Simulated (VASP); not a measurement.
Here is a VASP 6.6.1 calculation.

Contents of INCAR:

```
SYSTEM = Ru
PREC = Accurate ; ENCUT = 520
EDIFF = 1E-6 ; ISMEAR = -1
SIGMA = 0.1 ; LREAL = .FALSE.
LASPH = .TRUE. ; NELM = 100
ALGO = Normal ; ISIF = 2
LWAVE = .FALSE. ; LCHARG = .TRUE.
GGA = PE ; LELF = .TRUE.
LVHAR = .TRUE. ; NBANDS = 21
```

The input KPOINTS:

```
Automatic mesh
0
G
  15 15 15
  0 0 0
```

Contents of POSCAR:

```
Ru
1.0
    0.0000000000      2.5806276027      2.5806276027
    2.5806276027      0.0000000000      2.5806276027
    2.5806276027      2.5806276027      0.0000000000
Ru
2
Direct
    0.0000000000      0.0000000000      0.0000000000
    0.2500000000      0.2500000000      0.2500000000
```

Potentials or basis: VASP PAW PBE potentials, release 64 (Ru_pv).

Launch:

```bash
$ cat potpaw_PBE.64/Ru_pv/POTCAR > POTCAR
$ mpirun -np 1 vasp_std > vasp.out
```

(1) Estimate the pressure.

(2) Predict the band gap on the k mesh.

Answers

(1) 40.8 GPa.

(2) zero (band 14 reaches 9.74 eV, above the bottom of band 15 at 8.70 eV).
